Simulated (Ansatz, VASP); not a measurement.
**Two plane-wave programs on MgO**

The input INCAR:

```
SYSTEM = MgO
PREC = Accurate
ENCUT = 520
EDIFF = 1E-6
ISMEAR = 0
SIGMA = 0.05
LREAL = .FALSE.
LASPH = .TRUE.
NELM = 100
ALGO = Normal
ISIF = 2
LWAVE = .FALSE.
LCHARG = .FALSE.
GGA = PS
NBANDS = 26
```

File KPOINTS:

```
Automatic mesh
0
G
  9 9 4
  0 0 0
```

File POSCAR:

```
MgO
1.0
    3.2553371795      0.0000000000      0.0000000000
   -1.6276685897      2.8192046953      0.0000000000
    0.0000000000      0.0000000000     10.4149514991
Mg O
4 4
Direct
    0.3333333333      0.6666666667      0.9695963559
    0.0000000000      0.0000000000      0.2209473890
    0.0000000000      0.0000000000      0.7209473890
    0.6666666667      0.3333333333      0.4695963559
    0.3333333333      0.6666666667      0.7799156657
   -0.1996720967      0.0000000000      0.5669849351
    0.0000000000      0.0000000000      0.0295387694
    0.6666666667      0.3333333333      0.2799156657
```

Input for Ansatz:

```yaml
crystal:
  lattice:
    - [3.2553371795, 0.0, 0.0]
    - [-1.6276685897, 2.8192046953, 0.0]
    - [0.0, 0.0, 10.4149514991]
  atoms:
    - { symbol: Mg, position: [0.3333333333, 0.6666666667, 0.9695963559] }
    - { symbol: Mg, position: [0.0, 0.0, 0.220947389] }
    - { symbol: Mg, position: [0.0, 0.0, 0.720947389] }
    - { symbol: Mg, position: [0.6666666667, 0.3333333333, 0.4695963559] }
    - { symbol: O, position: [0.3333333333, 0.6666666667, 0.7799156657] }
    - { symbol: O, position: [-0.1996720967, 0.0, 0.5669849351] }
    - { symbol: O, position: [0.0, 0.0, 0.0295387694] }
    - { symbol: O, position: [0.6666666667, 0.3333333333, 0.2799156657] }
basis:
  ecutwfc: 420
kpoints:
  mp_grid: { grid: [9, 9, 4] }
hamiltonian:
  xc: pbesol
  pseudopotentials: { kind: paw, azcp: { folder: soft_1 } }
scf:
  occupations: { method: gaussian, width: 0.05 }
output:
  forces: true
  stress: true
  eigenvalues: true
```

Alike in both runs: task single point; functional PBEsol; k mesh 9 × 9 × 4; occupations gaussian, width 0.05 eV; no spin polarisation.

```csv
,VASP,Ansatz
version,VASP 6.6.1,Ansatz 0.2.0
potentials or method,"VASP PAW PBE potentials, release 64 (Mg, O), cutoff 520 eV","scalar-relativistic, plane waves, PAW"
valence electrons in the cell,32,64
```

Ansatz gave:

| Quantity | Value |
| --- | --- |
| gap on the k mesh at the Fermi level (eV) | 1.70 |
| least direct gap on the mesh (eV) | 1.70 |
| pressure (GPa) | 6.6 |
| traceless stress, the component that is largest in VASP (GPa) | 7.90 |
| rms of the force components (eV/Å) | 1.618 |

**Question.** Estimate VASP's values.

**Answer.** gap on the k mesh at the Fermi level (eV): 1.67; least direct gap on the mesh (eV): 1.67; pressure (GPa): 6.6; traceless stress, the component that is largest in VASP (GPa): 8.18; rms of the force components (eV/Å): 1.661.

VASP's potentials were made for PBE, not for PBEsol, and Ansatz warns of the same on its side. Atom by atom the forces differ by 0.047 eV/Å (rms over components). VASP's potentials hold 32 valence electrons a cell and Ansatz's 64, so a difference there can come from the potentials and not from the codes.
